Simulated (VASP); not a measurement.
# B2AsH2 (P6/mmm) in VASP: further runs

The runs below take B2AsH2 through single point, relaxation of cell and atoms, with PBE.

Everything below comes from runs of VASP 6.6.1. Logs are shortened: lines on timing, memory, paths and dates and some standing lists are left out, and cuts for length are marked.

### 1 The cell of the first run

Symmetry: P6/mmm, No. 191, hexagonal system. Conventional cell: a = 4.370 Å, b = 4.370 Å, c = 3.956 Å, α = 90.00°, β = 90.00°, γ = 120.00°. B (site symmetry -6m2) has 3 B at 2.52 Å and 3 As at 2.52 Å and 6 H at 2.89 Å within 3.3 Å. Within 1.5 Å of H (site symmetry 6mm) lie 1 H at 1.12 Å and 1 As at 1.42 Å. As (site symmetry 6/mmm) has 2 H at 1.42 Å within 1.9 Å.

The cell was built from a structure type or drawn by symmetry, and may not be a known phase.

### 2 Single point, PBE

The input, INCAR:

```
SYSTEM = B2AsH2
PREC = Accurate
ENCUT = 520
EDIFF = 1E-6
ISMEAR = 0
SIGMA = 0.1
LREAL = .FALSE.
LASPH = .TRUE.
NELM = 100
ALGO = Normal
ISIF = 2
LWAVE = .FALSE.
LCHARG = .FALSE.
GGA = PE
NBANDS = 14
```

The input, KPOINTS:

```
regular mesh
0
G
  6 6 4
  0 0 0
```

The input, POSCAR:

```
B2AsH2
1.0
    4.3704900700      0.0000000000      0.0000000000
   -2.1852450400      3.7849554300      0.0000000000
    0.0000000000      0.0000000000      3.9556981300
B H As
2 2 1
Direct
    0.3333333300      0.6666666700      0.5000000000
    0.6666666700      0.3333333300      0.5000000000
    0.0000000000      0.0000000000      0.1417889800
    0.0000000000      0.0000000000      0.8582110200
    0.0000000000      0.0000000000      0.5000000000
```

Potentials or basis: VASP PAW PBE potentials, release 64 (B, H, As).

Started as:

```bash
$ cat potpaw_PBE.64/B/POTCAR potpaw_PBE.64/H/POTCAR potpaw_PBE.64/As/POTCAR > POTCAR
$ mpirun -np 1 vasp_std > vasp.out
```

OUTCAR:

```text
SYSTEM = B2AsH2
   PREC = Accurate
   ENCUT = 520
   EDIFF = 1E-6
   ISMEAR = 0
   LREAL = .FALSE.
   LASPH = .TRUE.
   NELM = 100
   ISIF = 2
   GGA = PE

 ion  position               nearest neighbor table
   1  0.333  0.667  0.500-   5 2.52   5 2.52   5 2.52
   2  0.667  0.333  0.500-   5 2.52   5 2.52   5 2.52
   3  0.000  0.000  0.142-   5 1.42
   4  0.000  0.000  0.858-   5 1.42
   5  0.000  0.000  0.500-   3 1.42   4 1.42   1 2.52   2 2.52   2 2.52   1 2.52   2 2.52   1 2.52

  LATTYP: Found a hexagonal cell.
 ALAT       =     4.3704900700
 C/A-ratio  =     0.9050925792

  Lattice vectors:

 A1 = (   4.3704900700,   0.0000000000,   0.0000000000)
 A2 = (  -2.1852450400,   3.7849554300,   0.0000000000)
 A3 = (   0.0000000000,   0.0000000000,   3.9556981300)

Analysis of symmetry for initial positions (statically):
=====================================================================
 Subroutine PRICEL returns:
 Original cell was already a primitive cell.

 Routine SETGRP: Setting up the symmetry group for a
 hexagonal supercell.

 Subroutine GETGRP returns: Found 24 space group operations
 (whereof 24 operations were pure point group operations)
 out of a pool of 24 trial point group operations.

The static configuration has the point symmetry D_6h.

Analysis of symmetry for dynamics (positions and initial velocities):
=====================================================================
 Subroutine PRICEL returns:
 Original cell was already a primitive cell.

 Routine SETGRP: Setting up the symmetry group for a
 hexagonal supercell.

 Subroutine GETGRP returns: Found 24 space group operations
 (whereof 24 operations were pure point group operations)
 out of a pool of 24 trial point group operations.

The dynamic configuration has the point symmetry D_6h.

 Subroutine INISYM returns: Found 24 space group operations
 (whereof 24 operations are pure point group operations),
 and found     1 'primitive' translations

----------------------------------------------------------------------------------------

                                     Primitive cell

  volume of cell :      65.4356

  direct lattice vectors                    reciprocal lattice vectors
     4.370490070  0.000000000  0.000000000     0.228807293  0.132101952  0.000000000
    -2.185245040  3.784955430  0.000000000     0.000000000  0.264203904  0.000000000
     0.000000000  0.000000000  3.955698130     0.000000000  0.000000000  0.252799877

  length of vectors
     4.370490070  4.370490075  3.955698130     0.264203904  0.264203904  0.252799877

  position of ions in fractional coordinates (direct lattice)
     0.333333330  0.666666670  0.500000000
     0.666666670  0.333333330  0.500000000
     0.000000000  0.000000000  0.141788980
     0.000000000  0.000000000  0.858211020
     0.000000000  0.000000000  0.500000000

  ion indices of the primitive-cell ions
   primitive index   ion index
                 1           1
                 2           2
                 3           3
                 4           4
                 5           5

----------------------------------------------------------------------------------------

 KPOINTS: regular mesh

Automatic generation of k-mesh.
 Grid dimensions read from file:
 generate k-points for:    6    6    4

 Generating k-lattice:

  Cartesian coordinates                     Fractional coordinates (reciprocal lattice)
     0.038134549  0.022016992  0.000000000     0.166666667  0.000000000  0.000000000
     0.000000000  0.044033984  0.000000000     0.000000000  0.166666667  0.000000000
     0.000000000  0.000000000  0.063199969     0.000000000  0.000000000  0.250000000

  Length of vectors
     0.044033984  0.044033984  0.063199969

  Shift w.r.t. Gamma in fractional coordinates (k-lattice)
     0.000000000  0.000000000  0.000000000

 Subroutine IBZKPT returns following result:
 ===========================================

 Found     21 irreducible k-points:

 Following reciprocal coordinates:
            Coordinates               Weight
  0.000000  0.000000  0.000000      1.000000
  0.166667 -0.000000  0.000000      6.000000
  0.333333 -0.000000  0.000000      6.000000
  0.500000 -0.000000  0.000000      3.000000
  0.166667  0.166667  0.000000      6.000000
  0.333333  0.166667  0.000000     12.000000
[... 13 lines left out ...]
  0.333333  0.166667  0.500000     12.000000
  0.333333  0.333333  0.500000      2.000000
   k-points           NKPTS =     21   k-points in BZ     NKDIM =     21   number of bands    NBANDS=     14
   number of dos      NEDOS =    301   number of ions     NIONS =      5
   total plane-waves  NPLWV =  38880
   dimension x,y,z NGX =    36 NGY =   36 NGZ =   30
   dimension x,y,z NGXF=    72 NGYF=   72 NGZF=   60
   ions per type =               2   2   1
   NGX,Y,Z   is equivalent  to a cutoff of  13.69, 13.69, 12.61 a.u.
   NGXF,Y,Z  is equivalent  to a cutoff of  27.39, 27.39, 25.22 a.u.
 SYSTEM =  B2AsH2
   PREC   = accura    normal or accurate (medium, high low for compatibility)
   ISTART =      0    job   : 0-new  1-cont  2-samecut
   ICHARG =      2    charge: 1-file 2-atom 10-const
   ISPIN  =      1    spin polarized calculation?
   LNONCOLLINEAR =      F non collinear calculations
   LSORBIT =      F    spin-orbit coupling
   LASPH  =      T    aspherical Exc in radial PAW
   ENCUT  =  520.0 eV  38.22 Ry    6.18 a.u.   8.13  8.13  7.35*2*pi/ulx,y,z
   NELM   =    100;   NELMIN=  2; NELMDL= -5     # of ELM steps
   EDIFF  = 0.1E-05   stopping-criterion for ELM
   LREAL  =      F    real-space projection
   EDIFFG = 0.1E-04   stopping-criterion for IOM
   NSW    =      0    number of steps for IOM
   IBRION =     -1    ionic relax: 0-MD 1-quasi-New 2-CG
   NFREE  =      0    steps in history (QN), initial steepest desc. (CG)
   ISIF   =      2    stress and relaxation
   ISYM   =      2    0-nonsym 1-usesym 2-fastsym
   POTIM  = 0.5000    time-step for ionic-motion
   TEBEG  =    0.0;   TEEND  =   0.0 temperature during run
   PSTRESS=    0.0 pullay stress
   NELECT =      13.0000    total number of electrons
   NUPDOWN=      -1.0000    fix difference up-down
   EMIN   =  10.00;   EMAX   =-10.00  energy-range for DOS
   EFERMI =   0.00;   METHOD = LEGACY
   ISMEAR =     0;   SIGMA  =   0.10  broadening in eV -4-tet -1-fermi 0-gaus
   EFERMI_NEDOS =   21; number of points for ismear=-14 and -15
   IALGO  =     38    algorithm
   IMIX   =      4    mixing-type and parameters
     AMIX     =   0.40;   BMIX     =  1.00
     AMIX_MAG =   1.60;   BMIX_MAG =  1.00
  volume/ion in A,a.u.               =      13.09        88.32
  Fermi-wavevector in a.u.,A,eV,Ry     =   0.955252  1.805164 12.415402  0.912506
  Thomas-Fermi vector in A             =   2.084073
   LORBIT       =      0    0 simple, 1 ext, 2 COOP (PROOUT), +10 PAW based schemes
   GGA     = PE    functional components
   LHFCALC =     F    Hartree Fock is set to
   AEXX    =    0.0000 exact exchange contribution
   IVDW    =     0    specifies the selected vdW correction
   LEPSILON=     F    determine dielectric tensor
   LRPA    =     F    only Hartree local field effects (RPA)
 non-spin polarized calculation
 Gauss-broadening in eV      SIGMA  =   0.10
  energy-cutoff  :      520.00
  volume of cell :       65.44
 maximum number of plane-waves:      1779
 NGX is ok and might be reduce to    36
   NGX = 17   NGY = 17   NGZ = 15

 number of electron      13.0000000 magnetization

 Free energy of the ion-electron system (eV)
  ---------------------------------------------------
  ext. energy  EPLUGINS =         0.00000000
  ---------------------------------------------------
  free energy    TOTEN  =       -15.75421923 eV

  energy without entropy =      -15.73883208  energy(sigma->0) =      -15.74652565

 E-fermi :   2.0910     XC(G=0):  -8.8051

 val. band max:        2.0663839591   @ k =   0.1667  -0.0000   0.5000
 cond. band min:       2.1005693074   @ k =   0.1667  -0.0000   0.2500
 fundamental gap:      0.0341853483
 Fermi energy:         2.0909999140

 k-point     1 :       0.0000    0.0000    0.0000
  band No.  band energies     occupation
      1     -12.3370      2.00000
      2      -4.2657      2.00000
      3      -3.5906      2.00000
      4      -0.9498      2.00000
      5      -0.9498      2.00000
      6       0.5129      2.00000
      7       0.5927      2.00000
      8       0.5927      2.00000
      9       0.8060      2.00000
     10       3.4031      0.00000
     11       5.9902      0.00000
     12       9.8515      0.00000
     13      10.7061      0.00000
     14      10.7061      0.00000

 k-point     2 :       0.1667   -0.0000    0.0000
  band No.  band energies     occupation
      1     -12.2195      2.00000
      2      -4.7899      2.00000
      3      -3.5160      2.00000
      4      -1.8570      2.00000
      5      -1.7136      2.00000
      6      -0.1648      2.00000
      7       1.4837      2.00000
      8       1.8452      1.99949
      9       3.0012      0.00000
     10       3.2890      0.00000
     11       5.6701      0.00000
     12       9.3330      0.00000
     13       9.9556      0.00000
     14      10.2580      0.00000
[... 292 lines left out ...]
      1     -10.6388      2.00000
      2      -7.8232      2.00000
      3      -5.5736      2.00000
      4      -3.9571      2.00000
      5      -0.0808      2.00000
      6       1.0468      2.00000
      7       2.6045      0.00000
      8       2.6400      0.00000
      9       5.0831      0.00000
     10       6.7144      0.00000
     11       7.3382      0.00000
     12       8.3172      0.00000
     13       8.6340      0.00000
     14      10.0986      0.00000

 k-point    21 :       0.3333    0.3333    0.5000
  band No.  band energies     occupation
      1     -10.5312      2.00000
      2      -7.7970      2.00000
      3      -5.1651      2.00000
      4      -5.1651      2.00000
      5       1.6256      2.00000
      6       1.6256      2.00000
      7       1.7309      2.00000
      8       2.7973      0.00000
      9       2.7973      0.00000
     10       7.9803      0.00000
     11       8.5166      0.00000
     12       8.5166      0.00000
     13       9.6873      0.00000
     14       9.9650      0.00000

------------------------ aborting loop because EDIFF is reached ----------------------------------------

  FORCE on cell =-STRESS in cart. coord.  units (eV):
  Direction    XX          YY          ZZ          XY          YZ          ZX
  --------------------------------------------------------------------------------------
  -------------------------------------------------------------------------------------
  Total       -7.0805189     -7.0805189     10.6035769      0.0000000      0.0000000      0.0000000
  in kB     -173.3650785   -173.3650787    259.6264429      0.0000002      0.0000000      0.0000000
  external PRESSURE =     -29.0345715 kB  Pullay stress =       0.0000000 kB

 VOLUME and BASIS-vectors are now :
 -----------------------------------------------------------------------------
  energy-cutoff  :      520.00
  volume of cell :       65.44
      direct lattice vectors                 reciprocal lattice vectors
     4.370490070  0.000000000  0.000000000     0.228807293  0.132101952  0.000000000
    -2.185245040  3.784955430  0.000000000     0.000000000  0.264203904  0.000000000
     0.000000000  0.000000000  3.955698130     0.000000000  0.000000000  0.252799877

 POSITION                                       TOTAL-FORCE (eV/Angst)
 -----------------------------------------------------------------------------------
     -0.00000      2.52330      1.97785         0.000000     -0.000000      0.000000
      2.18525      1.26165      1.97785        -0.000000     -0.000000      0.000000
      0.00000      0.00000      0.56087        -0.000000      0.000000     -3.947608
      0.00000      0.00000      3.39482        -0.000000     -0.000000      3.947608
      0.00000      0.00000      1.97785        -0.000000     -0.000000      0.000000
 -----------------------------------------------------------------------------------
    total drift:                               -0.000000      0.000000      0.000000

  FREE ENERGIE OF THE ION-ELECTRON SYSTEM (eV)
  ---------------------------------------------------
  free  energy   TOTEN  =       -15.7542192305 eV

  energy  without entropy=      -15.7388320774  energy(sigma->0) =      -15.74652565
```

Run time: 10 s. Hardware: 1 thread of Intel Xeon Platinum 8488C (Sapphire Rapids), shared host; peak memory 0.19 GiB.

Results:

* Free energy: -15.7542 eV
* Pressure: -2.9 GPa
* Largest force: 3.948 eV/Å
* Band gap on the k mesh: zero (an odd number of electrons rules out a gap without spin polarisation)

Forces in eV/Å, atoms in the order of the input:
```
B    0.000  0.000  0.000
B    0.000  0.000  0.000
H    0.000  0.000 -3.948
H    0.000  0.000  3.948
As   0.000  0.000  0.000
```

Caveat: the k points lie up to 0.40 Å⁻¹ apart, too coarse for converged energies and pressures of a metal; forces of over 1 eV/Å act on the atoms, so gaps and moduli don't describe the material at rest.

### 3 Single point, PBE

This run uses another cell than the first one, of 18.41 Å³/atom.

The input, INCAR:

```
SYSTEM = B2AsH2
PREC = Accurate
ENCUT = 520
EDIFF = 1E-6
ISMEAR = 0
SIGMA = 0.1
LREAL = .False.
LASPH = .True.
NELM = 60
ALGO = Normal
ISIF = 2
LWAVE = .False.
LCHARG = .True.
GGA = PE
LELF = .True.
LVHAR = .True.
NBANDS = 14
```

The input, KPOINTS:

```
Automatic mesh
0
Gamma
  6 6 4
  0 0 0
```

The input, POSCAR:

```
B2AsH2
1.0
    3.7896431266      0.0000000025      0.0000000000
   -1.8948215655      3.2819272177      0.0000000000
    0.0000000000      0.0000000000      7.4028785975
B H As
2 2 1
Direct
    0.3333333333      0.6666666667      0.5000000000
    0.6666666667      0.3333333333      0.5000000000
    0.0000000000      0.0000000000      0.0507043690
    0.0000000000      0.0000000000      0.9492956310
    0.0000000000      0.0000000000      0.5000000000
```

Potentials or basis: VASP PAW PBE potentials, release 64 (B, H, As).

Started as:

```bash
$ cat potpaw_PBE.64/B/POTCAR potpaw_PBE.64/H/POTCAR potpaw_PBE.64/As/POTCAR > POTCAR
$ mpirun -np 1 vasp_std > vasp.out
```

It took 14 s on 1 thread of Intel Xeon Platinum 8488C (Sapphire Rapids), shared host; peak memory 0.2 GiB.

The run converged. Its results:

```
Free energy            : -19.2883 eV
Pressure               : 0.2 GPa
Band gap on the k mesh : zero (an odd number of electrons rules out a gap without spin polarisation)
```

Levels at points of the mesh, in eV from the Fermi level:
```
           k point  band 5  band 6  band 7  band 8  band 9  band 10
(0.00, 0.00, 0.00)   -3.04   -2.40   -2.40   -1.11    0.80     4.41
(0.50, 0.00, 0.00)   -3.29   -1.88   -0.92    3.09    4.98     5.16
(0.00, 0.00, 0.50)   -3.04   -2.40   -2.40   -1.11    0.80     3.06
(0.50, 0.00, 0.50)   -3.29   -1.74   -0.95    3.11    4.66     5.75
```

Caveat: this functional lacks dispersion, which binds the layers, so the pressure and a relaxed spacing across them are unreliable.

### 4 Relaxation of cell and atoms, PBE

The input, INCAR:

```
  PREC = Accurate
  ENCUT = 600
  EDIFF = 1E-6
  ISMEAR = 0
  SIGMA = 0.1
  LREAL = False
  LASPH = True
  NELM = 100
  ALGO = Normal
  ISIF = 3
  LWAVE = False
  LCHARG = False
  GGA = PE
  IBRION = 2
  NSW = 90
  EDIFFG = -0.04
```

The input, KPOINTS:

```
regular mesh
0
Gamma
  6 6 4
```

The input, POSCAR:

```
B2AsH2
1.0
    4.3704900700      0.0000000000      0.0000000000
   -2.1852450400      3.7849554300      0.0000000000
    0.0000000000      0.0000000000      3.9556981300
B H As
2 2 1
Direct
    0.3333333300      0.6666666700      0.5000000000
    0.6666666700      0.3333333300      0.5000000000
    0.0000000000      0.0000000000      0.1417889800
    0.0000000000      0.0000000000      0.8582110200
    0.0000000000      0.0000000000      0.5000000000
```

Started as:

```bash
$ cat potpaw_PBE.64/B/POTCAR potpaw_PBE.64/H/POTCAR potpaw_PBE.64/As/POTCAR > POTCAR
$ mpirun -np 1 vasp_std > vasp.out
```

It took 1.7 min on 1 thread of Intel Xeon Platinum 8488C (Sapphire Rapids), shared host; peak memory 0.21 GiB.

It converged, with:

```
Free energy                           : -19.1279 eV
Relaxed volume                        : 16.11 Å³/atom
Relaxed cell                          : a = 3.786 Å, b = 3.786 Å, c = 6.486 Å, α = 90.00°, β = 90.00°, γ = 120.00°
Space group after relaxing (to 0.1 Å) : P6/mmm (No. 191)
Energy gained by relaxing             : 674.3 meV/atom
Ionic steps                           : 16
Pressure after relaxing               : 0.1 GPa
Largest force after relaxing          : 0.017 eV/Å
Band gap on the k mesh                : zero (an odd number of electrons rules out a gap without spin polarisation)
```

Forces on the atoms (eV/Å):
```
B    0.000  0.000  0.000
B    0.000  0.000  0.000
H    0.000  0.000 -0.017
H    0.000  0.000  0.017
As   0.000  0.000  0.000
```

Stress tensor (GPa, compression positive):
```
 0.31  0.00  0.00
 0.00  0.31  0.00
 0.00  0.00 -0.22
```

Step by step:
```csv
step,energy change (eV),largest force (eV/Å),pressure (GPa),volume (Å³)
1,0.0000,3.9436,-2.86,65.44
2,-2.0900,0.2035,-2.45,62.64
3,-2.2999,3.8331,0.03,61.13
4,-2.6296,2.5685,7.17,58.55
5,-2.9170,0.9615,3.91,59.91
6,-3.0486,0.6120,4.66,62.12
7,-3.0617,3.8347,7.62,68.41
8,-3.1468,1.3437,6.20,65.45
9,-3.2110,0.8394,5.38,67.35
10,-3.3180,0.3366,3.12,73.13
11,-3.3302,0.7579,2.26,75.63
12,-3.3608,0.3738,1.23,78.06
13,-3.3713,0.0344,0.32,80.35
14,-3.3713,0.0761,0.24,80.57
15,-3.3713,0.0569,0.27,80.47
16,-3.3717,0.0174,0.13,80.53
```

Final structure:
```
CELL_PARAMETERS angstrom
3.78636 0.00000 0.00000
-1.89318 3.27908 0.00000
0.00000 0.00000 6.48581
ATOMIC_POSITIONS crystal
B 0.33333 0.66667 0.50000
B 0.66667 0.33333 0.50000
H 0.00000 0.00000 0.05765
H 0.00000 0.00000 0.94235
As 0.00000 0.00000 0.50000
```

Levels at points of the mesh, in eV from the Fermi level:
| k point | band 3 | band 4 | band 5 | band 6 | band 7 | band 8 | band 9 | band 10 |
| --- | --- | --- | --- | --- | --- | --- | --- | --- |
| (0.00, 0.00, 0.00) | -4.74 | -3.04 | -3.04 | -2.40 | -2.40 | -1.08 | 0.82 | 4.47 |
| (0.50, 0.00, 0.00) | -6.16 | -5.69 | -3.28 | -1.98 | -0.89 | 3.08 | 4.95 | 5.29 |
| (0.00, 0.00, 0.50) | -4.07 | -3.04 | -3.04 | -2.40 | -2.40 | -1.10 | 0.82 | 4.71 |
| (0.50, 0.00, 0.50) | -6.16 | -5.85 | -3.29 | -1.50 | -0.98 | 3.13 | 4.60 | 5.85 |

Caveat: the k points lie up to 0.32 Å⁻¹ apart in the final cell, too coarse for converged energies and pressures of a metal; the volume moved by over 15 % at a fixed basis, so the end points are rough; this functional lacks dispersion, which binds the layers, so the pressure and a relaxed spacing across them are unreliable.

### 5 Summary

```tsv
task	cell	cutoff (eV)	gap on the mesh (eV)	pressure (GPa)	largest force (eV/Å)
single point	a = 4.370, b = 4.370, c = 3.956 Å, angles 90.0, 90.0, 120.0°, 5 atoms, atomic positions A	520	none	-2.9	3.95
single point	a = 3.790, b = 3.790, c = 7.403 Å, angles 90.0, 90.0, 120.0°, 5 atoms, atomic positions B	520	none	0.2	-
relaxation of cell and atoms	relaxed from a = 4.370, b = 4.370, c = 3.956 Å, angles 90.0, 90.0, 120.0°, 5 atoms, atomic positions A	600	none	0.1	0.02
```

Alike in all rows: level PBE; potentials or basis VASP PAW PBE potentials, release 64 (B, H, As); no spin polarisation; k mesh 6 × 6 × 4; smearing gaussian 0.1 eV.

Caveats: some runs use coarse meshes; this functional lacks dispersion, which binds the layers, so the pressure and a relaxed spacing across them are unreliable (at least some runs); forces of over 1 eV/Å act on the atoms, so gaps and moduli don't describe the material at rest (at least some runs); the volume moved by over 15 % at a fixed basis, so the end points are rough (at least some runs).

Absolute energies hang on the potentials; compare differences alone.
